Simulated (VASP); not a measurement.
SiC: single point with PBE

Crystal: SiC.

```xyz
2
Lattice="0.0137 2.1981 2.1844 2.1981 0.0137 2.1844 2.2118 2.2118 0.0000" Properties=species:S:1:pos:R:3 pbc="T T T"
Si    0.0000    0.0000    0.0025
C     1.1059    1.1059    1.0897
```

This cell differs from its parent crystal: strained cell.

* Program: VASP 6.6.1
* Task: single point
* Functional: PBE
* Potentials or basis: VASP PAW PBE potentials, release 64 (Si, C)
* Cutoff: 600 eV
* k mesh: 10 × 10 × 10
* Occupations: gaussian, width 0.02 eV
* Spin: no spin polarisation

The pressure is -1.2 GPa. The band gap on the k mesh is 1.29 eV (least direct gap 4.41 eV).

Stress tensor (GPa, compression positive):
```
-1.72 -2.95  0.00
-2.95 -1.72  0.00
 0.00  0.00 -0.17
```

Levels at points of the mesh, in eV from the valence-band top:
```tsv
k point	band 1	band 2	band 3	band 4	band 5	band 6	band 7	band 8	band 9
(0.00, 0.00, 0.00)	-15.29	-0.11	-0.02	0.00	5.93	7.01	7.15	7.26	14.26
(0.50, 0.00, 0.00)	-11.75	-8.45	-1.18	-1.08	5.11	6.96	7.15	9.88	15.93
(0.50, 0.50, 0.00)	-10.34	-7.72	-3.34	-3.13	1.29	4.15	13.73	13.76	14.54
(0.00, 0.00, 0.50)	-11.84	-8.49	-1.07	-1.03	5.30	7.16	7.16	9.92	15.87
(0.50, 0.00, 0.50)	-10.38	-7.80	-3.17	-3.16	1.35	4.25	13.64	13.86	14.47
```

It took 46 s on 1 thread of Intel Xeon 8259CL (shared host), peak memory 0.18 GiB.

Caveat: the cell differs from its parent crystal (strained cell). A k mesh can miss the band edges.
